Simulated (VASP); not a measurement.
# SiC (rocksalt type) (Fm-3m) in VASP: a series of runs

SiC (rocksalt type) is run at these levels: r2SCAN; tasks: single point.

Program: VASP 6.6.1. These are calculated values, not measurements. Logs are shortened: lines on timing, memory, paths and dates and some standing lists are left out, and cuts for length are marked.

### Step 1. The cell of the first run

It takes space group Fm-3m (No. 225, cubic). The conventional cell has a = 3.471 Å, b = 3.471 Å, c = 3.471 Å, α = 90.00°, β = 90.00°, γ = 90.00°. Si (site symmetry m-3m) has 6 C at 1.74 Å within 2.3 Å. Within 2.3 Å of C (site symmetry m-3m) lie 6 Si at 1.74 Å.

### Step 2. Single point, r2SCAN (volume scaled by 0.64)

POSCAR reads:

```
SiC
1.0
    0.0000000000      1.7356781126      1.7356781126
    1.7356781126      0.0000000000      1.7356781126
    1.7356781126      1.7356781126      0.0000000000
Si C
1 1
Direct
    0.0000000000      0.0000000000      0.0000000000
    0.5000000000      0.5000000000      0.5000000000
```

INCAR.step1 reads:

```
PREC     = Accurate       # precision mode
ENCUT    = 660            # plane-wave cutoff, eV
ISMEAR   = -1             # smearing method
SIGMA    = 0.1            # smearing width, eV
LREAL    = False          # projectors in reciprocal space
LASPH    = True           # aspherical terms in the spheres
NELM     = 120            # most SCF steps
NBANDS   = 11             # bands
GGA      = PE             # functional
ALGO     = Normal         # electronic algorithm
EDIFF    = 1E-5           # SCF threshold, eV
LWAVE    = True           # write WAVECAR
LCHARG   = False          # write CHGCAR
GGA_COMPAT= False
```

INCAR.step2 reads:

```
PREC     = Accurate       # precision mode
ENCUT    = 660            # plane-wave cutoff, eV
EDIFF    = 1E-6           # SCF threshold, eV
ISMEAR   = -1             # smearing method
SIGMA    = 0.1            # smearing width, eV
LREAL    = False          # projectors in reciprocal space
LASPH    = True           # aspherical terms in the spheres
NELM     = 120            # most SCF steps
ALGO     = Normal         # electronic algorithm
ISIF     = 2              # what is computed and relaxed
LWAVE    = False          # write WAVECAR
LCHARG   = False          # write CHGCAR
METAGGA  = R2SCAN         # meta-GGA
LMIXTAU  = True         
NBANDS   = 11             # bands
ISTART   = 1            
GGA_COMPAT= False
```

KPOINTS reads:

```
Automatic mesh
0
Gamma
  17 17 17
```

Potentials or basis: VASP PAW PBE potentials, release 64 (Si, C).

Launch:

```bash
$ cat potpaw_PBE.64/Si/POTCAR potpaw_PBE.64/C/POTCAR > POTCAR
$ cp INCAR.step1 INCAR
$ mpirun -np 1 vasp_std > vasp.out
$ cp INCAR.step2 INCAR
$ mpirun -np 1 vasp_std > vasp.out
```

OUTCAR:

```text
PREC = Accurate
   ENCUT = 660
   EDIFF = 1E-6
   ISMEAR = -1
   LREAL = False
   LASPH = True
   NELM = 120
   ISIF = 2
   METAGGA = R2SCAN
   ISTART = 1

 ion  position               nearest neighbor table
   1  0.000  0.000  0.000-   2 1.74   2 1.74   2 1.74   2 1.74   2 1.74   2 1.74
   2  0.500  0.500  0.500-   1 1.74   1 1.74   1 1.74   1 1.74   1 1.74   1 1.74

  LATTYP: Found a face centered cubic cell.
 ALAT       =     3.4713562252

  Lattice vectors:

 A1 = (   0.0000000000,   1.7356781126,   1.7356781126)
 A2 = (   1.7356781126,   0.0000000000,   1.7356781126)
 A3 = (   1.7356781126,   1.7356781126,   0.0000000000)

Analysis of symmetry for initial positions (statically):
=====================================================================
 Subroutine PRICEL returns:
 Original cell was already a primitive cell.

 Routine SETGRP: Setting up the symmetry group for a
 face centered cubic supercell.

 Subroutine GETGRP returns: Found 48 space group operations
 (whereof 48 operations were pure point group operations)
 out of a pool of 48 trial point group operations.

The static configuration has the point symmetry O_h .

Analysis of symmetry for dynamics (positions and initial velocities):
=====================================================================
 Subroutine PRICEL returns:
 Original cell was already a primitive cell.

 Routine SETGRP: Setting up the symmetry group for a
 face centered cubic supercell.

 Subroutine GETGRP returns: Found 48 space group operations
 (whereof 48 operations were pure point group operations)
 out of a pool of 48 trial point group operations.

The dynamic configuration has the point symmetry O_h .

 Subroutine INISYM returns: Found 48 space group operations
 (whereof 48 operations are pure point group operations),
 and found     1 'primitive' translations

----------------------------------------------------------------------------------------

                                     Primitive cell

  volume of cell :      10.4577

  direct lattice vectors                    reciprocal lattice vectors
     0.000000000  1.735678113  1.735678113    -0.288071847  0.288071847  0.288071847
     1.735678113  0.000000000  1.735678113     0.288071847 -0.288071847  0.288071847
     1.735678113  1.735678113  0.000000000     0.288071847  0.288071847 -0.288071847

  length of vectors
     2.454619527  2.454619527  2.454619527     0.498955076  0.498955076  0.498955076

  position of ions in fractional coordinates (direct lattice)
     0.000000000  0.000000000  0.000000000
     0.500000000  0.500000000  0.500000000

  ion indices of the primitive-cell ions
   primitive index   ion index
                 1           1
                 2           2

----------------------------------------------------------------------------------------

 KPOINTS: Automatic mesh

Automatic generation of k-mesh.
 Grid dimensions read from file:
 generate k-points for:   17   17   17

 Generating k-lattice:

  Cartesian coordinates                     Fractional coordinates (reciprocal lattice)
    -0.016945403  0.016945403  0.016945403     0.058823529  0.000000000  0.000000000
     0.016945403 -0.016945403  0.016945403     0.000000000  0.058823529  0.000000000
     0.016945403  0.016945403 -0.016945403     0.000000000  0.000000000  0.058823529

  Length of vectors
     0.029350299  0.029350299  0.029350299

  Shift w.r.t. Gamma in fractional coordinates (k-lattice)
     0.000000000  0.000000000  0.000000000

 Subroutine IBZKPT returns following result:
 ===========================================

 Found    165 irreducible k-points:

 Following reciprocal coordinates:
            Coordinates               Weight
  0.000000  0.000000  0.000000      1.000000
  0.058824  0.000000  0.000000      8.000000
  0.117647  0.000000  0.000000      8.000000
  0.176471  0.000000  0.000000      8.000000
  0.235294  0.000000  0.000000      8.000000
  0.294118  0.000000  0.000000      8.000000
[... 16 lines left out ...]
 -0.176471  0.058824  0.000000     24.000000
 -0.117647  0.058824  0.000000     24.000000
 [... further k-points ...]
   k-points           NKPTS =    165   k-points in BZ     NKDIM =    165   number of bands    NBANDS=     11
   number of dos      NEDOS =    301   number of ions     NIONS =      2
   total plane-waves  NPLWV =  13824
   dimension x,y,z NGX =    24 NGY =   24 NGZ =   24
   dimension x,y,z NGXF=    48 NGYF=   48 NGZF=   48
   ions per type =               1   1
   NGX,Y,Z   is equivalent  to a cutoff of  16.25, 16.25, 16.25 a.u.
   NGXF,Y,Z  is equivalent  to a cutoff of  32.51, 32.51, 32.51 a.u.
 SYSTEM =  unknown system
   PREC   = accura    normal or accurate (medium, high low for compatibility)
   ISTART =      1    job   : 0-new  1-cont  2-samecut
   ICHARG =      0    charge: 1-file 2-atom 10-const
   ISPIN  =      1    spin polarized calculation?
   LNONCOLLINEAR =      F non collinear calculations
   LSORBIT =      F    spin-orbit coupling
   LASPH  =      T    aspherical Exc in radial PAW
   ENCUT  =  660.0 eV  48.51 Ry    6.96 a.u.   5.14  5.14  5.14*2*pi/ulx,y,z
   NELM   =    120;   NELMIN=  2; NELMDL=  0     # of ELM steps
   EDIFF  = 0.1E-05   stopping-criterion for ELM
   LREAL  =      F    real-space projection
   EDIFFG = 0.1E-04   stopping-criterion for IOM
   NSW    =      0    number of steps for IOM
   IBRION =     -1    ionic relax: 0-MD 1-quasi-New 2-CG
   NFREE  =      0    steps in history (QN), initial steepest desc. (CG)
   ISIF   =      2    stress and relaxation
   ISYM   =      2    0-nonsym 1-usesym 2-fastsym
   POTIM  = 0.5000    time-step for ionic-motion
   TEBEG  =    0.0;   TEEND  =   0.0 temperature during run
   PSTRESS=    0.0 pullay stress
   NELECT =       8.0000    total number of electrons
   NUPDOWN=      -1.0000    fix difference up-down
   EMIN   =  10.00;   EMAX   =-10.00  energy-range for DOS
   EFERMI =   0.00;   METHOD = LEGACY
   ISMEAR =    -1;   SIGMA  =   0.10  broadening in eV -4-tet -1-fermi 0-gaus
   EFERMI_NEDOS =   21; number of points for ismear=-14 and -15
   IALGO  =     38    algorithm
   IMIX   =      4    mixing-type and parameters
     AMIX     =   0.40;   BMIX     =  1.00
     AMIX_MAG =   1.60;   BMIX_MAG =  1.00
  volume/ion in A,a.u.               =       5.23        35.29
  Fermi-wavevector in a.u.,A,eV,Ry     =   1.497243  2.829379 30.500680  2.241737
  Thomas-Fermi vector in A             =   2.609156
   LORBIT       =      0    0 simple, 1 ext, 2 COOP (PROOUT), +10 PAW based schemes
   METAGGA = R2SCAN    functional components
   LHFCALC =     F    Hartree Fock is set to
   AEXX    =    0.0000 exact exchange contribution
   IVDW    =     0    specifies the selected vdW correction
   LEPSILON=     F    determine dielectric tensor
   LRPA    =     F    only Hartree local field effects (RPA)
 non-spin polarized calculation
  energy-cutoff  :      660.00
  volume of cell :       10.46
 maximum number of plane-waves:       415
 NGX is ok and might be reduce to    24
   NGX = 11   NGY = 11   NGZ = 11

 number of electron       8.0000000 magnetization

 Free energy of the ion-electron system (eV)
  ---------------------------------------------------
  ext. energy  EPLUGINS =         0.00000000
  ---------------------------------------------------
  free energy    TOTEN  =       -13.83437240 eV

  energy without entropy =      -13.83394423  energy(sigma->0) =      -13.83415832

 E-fermi :  21.0645     XC(G=0): -15.7838

 val. band max:       20.8593542610   @ k =   0.0000   0.0000   0.0000
 cond. band min:      21.1827570624   @ k =   0.4706   0.4706   0.0000
 fundamental gap:      0.3234028014
 Fermi energy:        21.0644757718

 k-point     1 :       0.0000    0.0000    0.0000
  band No.  band energies     occupation
      1      -4.9432      2.00000
      2      20.8594      1.77214
      3      20.8594      1.77214
      4      20.8594      1.77214
      5      30.3335      0.00000
      6      30.3335      0.00000
      7      30.3335      0.00000
      8      37.8533      0.00000
      9      37.8533      0.00000
     10      38.8862      0.00000
     11      39.6977      0.00000

 k-point     2 :       0.0588    0.0000    0.0000
  band No.  band energies     occupation
      1      -4.8251      2.00000
      2      20.1768      1.99972
      3      20.7087      1.94455
      4      20.7087      1.94455
      5      30.2832      0.00000
      6      30.6104      0.00000
      7      30.6104      0.00000
      8      37.1179      0.00000
      9      37.1179      0.00000
     10      39.7305      0.00000
     11      39.8694      0.00000

 k-point     3 :       0.1176    0.0000    0.0000
  band No.  band energies     occupation
      1      -4.4714      2.00000
      2      18.4313      2.00000
      3      20.3165      1.99887
      4      20.3165      1.99887
      5      30.2019      0.00000
      6      31.2938      0.00000
      7      31.2938      0.00000
      8      35.9312      0.00000
      9      35.9312      0.00000
     10      40.0943      0.00000
     11      41.3458      0.00000

 k-point     4 :       0.1765    0.0000    0.0000
  band No.  band energies     occupation
      1      -3.8847      2.00000
      2      16.1453      2.00000
      3      19.8046      1.99999
      4      19.8046      1.99999
      5      30.1601      0.00000
      6      31.8171      0.00000
      7      31.8171      0.00000
      8      35.4201      0.00000
      9      35.4201      0.00000
     10      40.2135      0.00000
     11      41.3364      0.00000
[... 239 lines left out ...]
 k-point    22 :      -0.2353    0.0588    0.0000
  band No.  band energies     occupation
      1      -2.6444      2.00000
      2      12.9153      2.00000
      3      18.0674      2.00000
      4      19.5002      2.00000
      5      30.3446      0.00000
      6      30.9768      0.00000
      7      31.6158      0.00000
      8      35.5112      0.00000
      9      37.9700      0.00000
     10      40.0618      0.00000
     11      42.4894      0.00000

 k-point    23 :      -0.1765    0.0588    0.0000
  band No.  band energies     occupation
      1      -3.5343      2.00000
      2      15.3804      2.00000
      3      18.5543      2.00000
      4      20.0421      1.99993
      5      30.1702      0.00000
      6      31.4971      0.00000
      7      32.3627      0.00000
      8      34.2265      0.00000
      9      36.6673      0.00000
     10      40.6201      0.00000
     11      41.8655      0.00000

 k-point    24 :      -0.1176    0.0588    0.0000
  band No.  band energies     occupation
      1      -4.1973      2.00000
      2      17.7135      2.00000
      3      19.1357      2.00000
      4      20.5003      1.99293
      5      30.0201      0.00000
      6      31.2170      0.00000
      7      32.3949      0.00000
      8      34.4327      0.00000
      9      36.4257      0.00000
     10      40.4566      0.00000
     11      41.9185      0.00000

 [... further k-points ...]
[... 5 lines left out ...]
  --------------------------------------------------------------------------------------
  -------------------------------------------------------------------------------------
  Total       19.6676107     19.6676107     19.6676107      0.0000000      0.0000000     -0.0000000
  in kB     3013.1768928   3013.1768928   3013.1768928      0.0000000      0.0000000     -0.0000000
  external PRESSURE =    3013.1768928 kB  Pullay stress =       0.0000000 kB

 VOLUME and BASIS-vectors are now :
 -----------------------------------------------------------------------------
  energy-cutoff  :      660.00
  volume of cell :       10.46
      direct lattice vectors                 reciprocal lattice vectors
     0.000000000  1.735678113  1.735678113    -0.288071847  0.288071847  0.288071847
     1.735678113  0.000000000  1.735678113     0.288071847 -0.288071847  0.288071847
     1.735678113  1.735678113  0.000000000     0.288071847  0.288071847 -0.288071847

 POSITION                                       TOTAL-FORCE (eV/Angst)
 -----------------------------------------------------------------------------------
      0.00000      0.00000      0.00000         0.000000      0.000000      0.000000
      1.73568      1.73568      1.73568        -0.000000     -0.000000      0.000000
 -----------------------------------------------------------------------------------
    total drift:                               -0.000000     -0.000000      0.000000

  FREE ENERGIE OF THE ION-ELECTRON SYSTEM (eV)
  ---------------------------------------------------
  free  energy   TOTEN  =       -13.8343724027 eV

  energy  without entropy=      -13.8339442348  energy(sigma->0) =      -13.83415832
```

Run time: 59 s. Hardware: 1 thread of Intel Xeon Platinum 8375C at 2.90GHz (Ice Lake), shared host; peak memory 0.15 GiB.

What came out:

| Property | Result |
| --- | --- |
| Free energy | -13.8344 eV |
| Pressure | 301.3 GPa |
| Band gap on the k mesh | 0.32 eV, indirect (least direct gap 6.99 eV) |

Caveat: the PAW data sets were made with another functional, which shifts forces and pressure a little. A k mesh can miss the band edges.

### Step 3. Single point, r2SCAN (volume scaled by 0.72)

POSCAR reads:

```
SiC
1.0
    0.0000000000      1.8051779820      1.8051779820
    1.8051779820      0.0000000000      1.8051779820
    1.8051779820      1.8051779820      0.0000000000
Si C
1 1
Direct
    0.0000000000      0.0000000000      0.0000000000
    0.5000000000      0.5000000000      0.5000000000
```

INCAR.step1 reads:

```
ALGO = Normal ; EDIFF = 1E-5
ENCUT = 660 ; GGA = PE
GGA_COMPAT = False ; ISMEAR = -1
LASPH = True ; LCHARG = False
LREAL = False ; LWAVE = True
NBANDS = 11 ; NELM = 120
PREC = Accurate ; SIGMA = 0.1
```

INCAR.step2 reads:

```
ALGO = Normal ; EDIFF = 1E-6
ENCUT = 660 ; GGA_COMPAT = False
ISIF = 2 ; ISMEAR = -1
ISTART = 1 ; LASPH = True
LCHARG = True ; LELF = True
LMIXTAU = True ; LREAL = False
LVHAR = True ; LWAVE = False
METAGGA = R2SCAN ; NBANDS = 11
NELM = 120 ; PREC = Accurate
SIGMA = 0.1
```

KPOINTS reads:

```
k-points
0
Gamma
  17 17 17
```

Potentials or basis: VASP PAW PBE potentials, release 64 (Si, C).

Launch:

```bash
$ cat potpaw_PBE.64/Si/POTCAR potpaw_PBE.64/C/POTCAR > POTCAR
$ cp INCAR.step1 INCAR
$ mpirun -np 1 vasp_std > vasp.out
$ cp INCAR.step2 INCAR
$ mpirun -np 1 vasp_std > vasp.out
```

Run time: 62 s. Hardware: 1 thread of Intel Xeon Platinum 8375C at 2.90GHz (Ice Lake), shared host; peak memory 0.16 GiB.

It converged, with:

| Property | Result |
| --- | --- |
| Free energy | -15.7489 eV |
| Pressure | 176.7 GPa |
| Band gap on the k mesh | 1.13 eV, indirect (least direct gap 7.21 eV) |

Levels at points of the mesh, in eV from the valence-band top:
```
           k point  band 1  band 2  band 3  band 4  band 5  band 6  band 7  band 8  band 9
(0.00, 0.00, 0.00)  -24.02    0.00    0.00    0.00    9.48    9.48    9.48   15.71   16.31
```

Caveat: the PAW data sets were made with another functional, which shifts forces and pressure a little. A k mesh can miss the band edges.

### Step 4. Single point, r2SCAN (volume scaled by 0.8)

POSCAR reads:

```
SiC
1.0
    0.0000000000      1.8697025682      1.8697025682
    1.8697025682      0.0000000000      1.8697025682
    1.8697025682      1.8697025682      0.0000000000
Si C
1 1
Direct
    0.0000000000      0.0000000000      0.0000000000
    0.5000000000      0.5000000000      0.5000000000
```

INCAR.step1 reads:

```
PREC = Accurate ; ENCUT = 660
ISMEAR = -1 ; SIGMA = 0.1
LREAL = F ; LASPH = T
NELM = 120 ; NBANDS = 11
GGA = PE ; ALGO = Normal
EDIFF = 1E-5 ; LWAVE = T
LCHARG = F ; GGA_COMPAT = F
```

INCAR.step2 reads:

```
PREC = Accurate ; ENCUT = 660
EDIFF = 1E-6 ; ISMEAR = -1
SIGMA = 0.1 ; LREAL = F
LASPH = T ; NELM = 120
ALGO = Normal ; ISIF = 2
LWAVE = F ; LCHARG = F
METAGGA = R2SCAN ; LMIXTAU = T
NBANDS = 11 ; ISTART = 1
GGA_COMPAT = F
```

KPOINTS reads:

```
Automatic mesh
0
Gamma
  17 17 17
```

Launch:

```bash
$ cat potpaw_PBE.64/Si/POTCAR potpaw_PBE.64/C/POTCAR > POTCAR
$ cp INCAR.step1 INCAR
$ mpirun -np 1 vasp_std > vasp.out
$ cp INCAR.step2 INCAR
$ mpirun -np 1 vasp_std > vasp.out
```

Wall time 84 s (1 thread of Intel Xeon Platinum 8375C at 2.90GHz (Ice Lake), shared host); peak memory 0.16 GiB.

The run converged. Its results:

* Free energy: -16.8459 eV
* Pressure: 97.2 GPa
* Band gap on the k mesh: 1.26 eV, indirect (least direct gap 6.84 eV)

Levels at points of the mesh, in eV from the valence-band top:
```
           k point  band 1  band 2  band 3  band 4  band 5  band 6  band 7  band 8
(0.00, 0.00, 0.00)  -22.52    0.00    0.00    0.00    9.47    9.47    9.47   13.15
```

Caveat: the PAW data sets were made with another functional, which shifts forces and pressure a little. A k mesh can miss the band edges.

### Step 5. Single point, r2SCAN (volume scaled by 0.94)

POSCAR reads:

```
SiC
1.0
    0.0000000000      1.9729609072      1.9729609072
    1.9729609072      0.0000000000      1.9729609072
    1.9729609072      1.9729609072      0.0000000000
Si C
1 1
Direct
    0.0000000000      0.0000000000      0.0000000000
    0.5000000000      0.5000000000      0.5000000000
```

INCAR.step1 reads:

```
SYSTEM = SiC
ALGO = Normal
EDIFF = 1E-5
ENCUT = 660
GGA = PE
GGA_COMPAT = .FALSE.
ISMEAR = -1
LASPH = .TRUE.
LCHARG = .FALSE.
LREAL = .FALSE.
LWAVE = .TRUE.
NBANDS = 11
NELM = 120
PREC = Accurate
SIGMA = 0.1
```

INCAR.step2 reads:

```
SYSTEM = SiC
ALGO = Normal
EDIFF = 1E-6
ENCUT = 660
GGA_COMPAT = .FALSE.
ISIF = 2
ISMEAR = -1
ISTART = 1
LASPH = .TRUE.
LCHARG = .FALSE.
LMIXTAU = .TRUE.
LREAL = .FALSE.
LWAVE = .FALSE.
METAGGA = R2SCAN
NBANDS = 11
NELM = 120
PREC = Accurate
SIGMA = 0.1
```

KPOINTS reads:

```
k-points
0
G
  17 17 17
  0 0 0
```

Launch:

```bash
$ cat potpaw_PBE.64/Si/POTCAR potpaw_PBE.64/C/POTCAR > POTCAR
$ cp INCAR.step1 INCAR
$ mpirun -np 1 vasp_std > vasp.out
$ cp INCAR.step2 INCAR
$ mpirun -np 1 vasp_std > vasp.out
```

Run time: 92 s. Hardware: 1 thread of Intel Xeon Platinum 8375C at 2.90GHz (Ice Lake), shared host; peak memory 0.17 GiB.

It converged, with:

```
Free energy            : -17.6099 eV
Pressure               : 18.9 GPa
Band gap on the k mesh : zero (band 4 reaches 13.67 eV, above the bottom of band 5 at 13.54 eV)
```

Levels at points of the mesh, in eV from the Fermi level:
```
           k point  band 1  band 2  band 3  band 4  band 5  band 6  band 7  band 8  band 9
(0.00, 0.00, 0.00)  -20.53   -0.14   -0.14   -0.14    9.28    9.28    9.28    9.50   14.64
```

Caveat: the PAW data sets were made with another functional, which shifts forces and pressure a little.

### Step 6. The runs side by side

| cell | gap on the mesh (eV) | pressure (GPa) |
| --- | --- | --- |
| a = 2.455 Å, angles 60.0°, 2 atoms | 0.32 | 301.3 |
| a = 2.553 Å, angles 60.0°, 2 atoms | 1.13 | 176.7 |
| a = 2.644 Å, angles 60.0°, 2 atoms | 1.26 | 97.2 |
| a = 2.790 Å, angles 60.0°, 2 atoms | none | 18.9 |

Alike in all rows: task single point; level r2SCAN; potentials or basis VASP PAW PBE potentials, release 64 (Si, C); no spin polarisation; k mesh 17 × 17 × 17; cutoff (eV) 660; smearing fermi-dirac 0.1 eV.

Caveats: the PAW data sets were made with another functional, which shifts forces and pressure a little.

Total energies depend on the potentials used, so only differences within one code and one set of settings carry meaning.
